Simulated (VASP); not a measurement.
# SiC (P6_3mc) in VASP: notebook, part 2 of 2

VASP 6.6.1. The steps go on from the part before.

### 4 Single point, r2SCAN

This run uses another cell than the first one, of 8.80 Å³/atom, 1.090 times its volume.

Contents of POSCAR:

```
SiC
1.0
    2.9163095124      0.0000000000      0.0000000000
   -1.4581547562      2.5255981231      0.0000000000
    0.0000000000      0.0000000000      4.7770968715
Si C
2 2
Direct
    0.3333333333      0.6666666667      0.4995108416
    0.6666666667      0.3333333333      0.9995108416
    0.3333333333      0.6666666667      0.8754891584
    0.6666666667      0.3333333333      0.3754891584
```

Contents of INCAR.step1:

```
PREC = Accurate
ENCUT = 520
ISMEAR = 0
SIGMA = 0.02
LREAL = False
LASPH = True
NELM = 80
NBANDS = 16
GGA = PE
ALGO = Normal
EDIFF = 1E-4
LWAVE = True
LCHARG = False
```

Contents of INCAR.step2:

```
PREC = Accurate
ENCUT = 520
EDIFF = 1E-6
ISMEAR = 0
SIGMA = 0.02
LREAL = False
LASPH = True
NELM = 80
ALGO = Normal
ISIF = 2
LWAVE = False
LCHARG = False
METAGGA = R2SCAN
LMIXTAU = True
NBANDS = 16
ISTART = 1
```

Contents of KPOINTS:

```
regular mesh
0
Gamma
  12 12 6
```

Potentials or basis: VASP PAW PBE potentials, release 64 (Si, C).

Run with:

```console
$ cat potpaw_PBE.64/Si/POTCAR potpaw_PBE.64/C/POTCAR > POTCAR
$ cp INCAR.step1 INCAR
$ mpirun -np 1 vasp_std > vasp.out
$ cp INCAR.step2 INCAR
$ mpirun -np 1 vasp_std > vasp.out
```

OUTCAR:

```text
PREC = Accurate
   ENCUT = 520
   EDIFF = 1E-6
   ISMEAR = 0
   LREAL = False
   LASPH = True
   NELM = 80
   ISIF = 2
   METAGGA = R2SCAN
   ISTART = 1

 ion  position               nearest neighbor table
   1  0.333  0.667  0.500-   4 1.78   4 1.78   4 1.78   3 1.80   2 2.92   2 2.92   2 2.92   2 2.92
                             2 2.92   2 2.92
   2  0.667  0.333  1.000-   3 1.78   3 1.78   3 1.78   4 1.80   1 2.92   1 2.92   1 2.92   1 2.92
                             1 2.92   1 2.92
   3  0.333  0.667  0.875-   2 1.78   2 1.78   2 1.78   1 1.80
   4  0.667  0.333  0.375-   1 1.78   1 1.78   1 1.78   2 1.80

  LATTYP: Found a hexagonal cell.
 ALAT       =     2.9163095124
 C/A-ratio  =     1.6380623700

  Lattice vectors:

 A1 = (   2.9163095124,   0.0000000000,   0.0000000000)
 A2 = (  -1.4581547562,   2.5255981231,   0.0000000000)
 A3 = (   0.0000000000,   0.0000000000,   4.7770968715)

Analysis of symmetry for initial positions (statically):
=====================================================================
 Subroutine PRICEL returns:
 Original cell was already a primitive cell.
[... 173 lines left out ...]
  free energy    TOTEN  =       -37.80085881 eV

  energy without entropy =      -37.80085881  energy(sigma->0) =      -37.80085881

 E-fermi :  10.1844     XC(G=0): -12.6679

 val. band max:       10.0652126683   @ k =   0.0000   0.0000   0.0000
 cond. band min:      12.4873406443   @ k =   0.3333   0.3333   0.0000
 fundamental gap:      2.4221279760
 Fermi energy:        10.1844226440

 k-point     1 :       0.0000    0.0000    0.0000
  band No.  band energies     occupation
      1      -7.6479      2.00000
      2      -3.3576      2.00000
      3       0.1078      2.00000
      4       8.6046      2.00000
      5       8.6046      2.00000
      6       9.9724      2.00000
[... 433 lines left out ...]
      3       1.9608      2.00000
      4       3.5822      2.00000
      5       4.8229      2.00000
      6       6.8023      2.00000
[... 8 lines left out ...]
     15      24.0021      0.00000
     16      24.4248      0.00000

 [... further k-points ...]
[... 5 lines left out ...]
  --------------------------------------------------------------------------------------
  -------------------------------------------------------------------------------------
  Total       10.8996456     10.8996456     10.9014637      0.0000000      0.0000000      0.0000000
  in kB      496.3191723    496.3191723    496.4019588      0.0000000      0.0000000      0.0000000
  external PRESSURE =     496.3467678 kB  Pullay stress =       0.0000000 kB

 VOLUME and BASIS-vectors are now :
 -----------------------------------------------------------------------------
  energy-cutoff  :      520.00
  volume of cell :       35.19
      direct lattice vectors                 reciprocal lattice vectors
     2.916309512  0.000000000  0.000000000     0.342899132  0.197972906  0.000000000
    -1.458154756  2.525598123  0.000000000     0.000000000  0.395945812  0.000000000
     0.000000000  0.000000000  4.777096872     0.000000000  0.000000000  0.209332159

 POSITION                                       TOTAL-FORCE (eV/Angst)
 -----------------------------------------------------------------------------------
     -0.00000      1.68373      2.38621         0.000000      0.000000      0.003403
      1.45815      0.84187      4.77476        -0.000000      0.000000      0.003403
     -0.00000      1.68373      4.18230         0.000000     -0.000000     -0.003403
      1.45815      0.84187      1.79375        -0.000000      0.000000     -0.003403
 -----------------------------------------------------------------------------------
    total drift:                               -0.000000     -0.000000      0.000391

  FREE ENERGIE OF THE ION-ELECTRON SYSTEM (eV)
  ---------------------------------------------------
  free  energy   TOTEN  =       -37.8008588063 eV

  energy  without entropy=      -37.8008588063  energy(sigma->0) =      -37.80085881
```

OSZICAR.step1:

```text
N       E                     dE             d eps       ncg     rms          rms(c)
DAV:   1     0.284684609244E+02    0.28468E+02   -0.73821E+03  2432   0.911E+02
DAV:   2    -0.315109673844E+02   -0.59979E+02   -0.54632E+02  3488   0.168E+02
DAV:   3    -0.338633566671E+02   -0.23524E+01   -0.23437E+01  3144   0.303E+01
DAV:   4    -0.338772263261E+02   -0.13870E-01   -0.13868E-01  3032   0.287E+00
DAV:   5    -0.338773416184E+02   -0.11529E-03   -0.11529E-03  3104   0.243E-01    0.152E+01
DAV:   6    -0.293513202031E+02    0.45260E+01   -0.73560E+00  3056   0.172E+01    0.720E+00
DAV:   7    -0.291500609325E+02    0.20126E+00   -0.15621E+00  3456   0.758E+00    0.285E+00
DAV:   8    -0.291303867438E+02    0.19674E-01   -0.64052E-02  2800   0.157E+00    0.755E-01
DAV:   9    -0.291285911753E+02    0.17956E-02   -0.76166E-03  3120   0.623E-01    0.113E-01
DAV:  10    -0.291288068289E+02   -0.21565E-03   -0.75104E-04  3056   0.165E-01    0.563E-02
DAV:  11    -0.291288269823E+02   -0.20153E-04   -0.51270E-05  1728   0.573E-02
   1 F= -.29128827E+02 E0= -.29128827E+02  d E =-.125852E-24
```

Wall time 94 s (1 thread of AMD EPYC 9R45 (Zen 5), shared host); peak memory 0.14 GiB.

Results:

| Quantity | Value |
| --- | --- |
| Free energy | -37.8009 eV |
| Pressure | 49.6 GPa |
| Largest force | 0.003 eV/Å |
| Band gap on the k mesh | 2.42 eV, indirect (least direct gap 4.85 eV) |

Forces in eV/Å, atoms in the order of the input:
```
Si   0.000  0.000  0.003
Si   0.000  0.000  0.003
C    0.000  0.000 -0.003
C    0.000  0.000 -0.003
```

Caveat: the PAW data sets were made with another functional, which shifts forces and pressure a little. r2SCAN opens gaps a little over a GGA but as a rule still falls short of measured ones.
